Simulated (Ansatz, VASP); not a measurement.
SnO2 in VASP and in Ansatz

INCAR

```
SYSTEM = SnO2
PREC = Accurate
ENCUT = 910
EDIFF = 1E-6
ISMEAR = 0
SIGMA = 0.01
LREAL = .False.
LASPH = .True.
NELM = 120
ALGO = Normal
ISIF = 2
LWAVE = .False.
LCHARG = .False.
GGA = PS
NBANDS = 20
GGA_COMPAT = .False.
```

File KPOINTS:

```
regular mesh
0
Gamma
  6 6 6
  0 0 0
```

The input POSCAR:

```
SnO2
1.0
    1.6170930800      0.9336291200      4.8005925800
   -1.6170930800      0.9336291200      4.8005925800
    0.0000000000     -1.8672582400      4.8005925800
Sn O
1 2
Direct
    0.5000000007      0.5000000007      0.5000000007
    0.2433539362      0.2309860643      0.2371700002
    0.7628300005      0.7628300005      0.7628300005
```

Input for Ansatz:

```yaml
crystal:
  lattice:
    - [1.61709308, 0.93362912, 4.80059258]
    - [-1.61709308, 0.93362912, 4.80059258]
    - [0.0, -1.86725824, 4.80059258]
  atoms:
    - { symbol: Sn, position: [0.5000000006943587, 0.5000000006943587, 0.5000000006943587] }
    - { symbol: O, position: [0.24335393616664178, 0.23098606430610544, 0.2371700002363736] }
    - { symbol: O, position: [0.7628300004579852, 0.7628300004579852, 0.7628300004579852] }
basis:
  ecutwfc: 517.016338673772
kpoints:
  mp_grid:
    grid: [6, 6, 6]
    shift: [0.0, 0.0, 0.0]
hamiltonian:
  xc: pbesol
scf:
  convergence:
    dr2_threshold: 1.0e-10
  occupations:
    method: fixed
output:
  forces: true
```

Alike in both runs: task single point; functional PBEsol; k mesh 6 × 6 × 6; no spin polarisation.

|  | VASP | Ansatz |
| --- | --- | --- |
| version | VASP 6.6.1 | Ansatz 0.2.0 |
| potentials or method | VASP PAW PBE potentials, release 64 (Sn_d, O_h), cutoff 910 eV | plane waves, PAW |
| occupations | gaussian, width 0.01 eV | fixed |
| valence electrons in the cell | 26 | 26 |

VASP gave:

```
rms of the force components (eV/Å) : 0.176
```

What did Ansatz give for the same quantities?

rms of the force components (eV/Å): 0.199.

VASP's potentials were made for PBE, not for PBEsol. Atom by atom the forces differ by 0.026 eV/Å (rms over components).

Noted on VASP's run: the cutoff is short for stress, so the pressure is rough.
